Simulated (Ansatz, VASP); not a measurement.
**InP: VASP beside Ansatz**

```
In P
1.0
     0.00000    2.77020    2.77020
     2.89957    0.00000    2.77020
     2.89957    2.77020    0.00000
In P
1 1
Cartesian
  0.0000 0.0000 0.0000
  2.8996 2.7702 2.7702
```

Change from the starting cell: mode 4 frozen in at +0.000 Å, normal strain along x +0.0467.

Alike in both runs: task single point; functional PBE; k mesh 14 × 14 × 14; occupations gaussian, width 0.15 eV; no spin polarisation.

|  | VASP | Ansatz |
| --- | --- | --- |
| version | VASP 6.6.1 | Ansatz 0.2.0 |
| potentials or method | VASP PAW PBE potentials, release 64 (In_d, P), cutoff 520 eV | scalar-relativistic, plane waves, PAW |
| valence electrons in the cell | 18 | 18 |

|  | VASP | Ansatz | Ansatz less VASP |
| --- | --- | --- | --- |
| gap on the k mesh at the Fermi level (eV) | none | none | - |
| pressure (GPa) | -2.8 | -2.8 | +0.05 |
| traceless stress, the component that is largest in VASP (GPa) | -2.27 | -2.28 | -0.009 |

A gap of «none» marks a metal or a gap that the smearing closes.
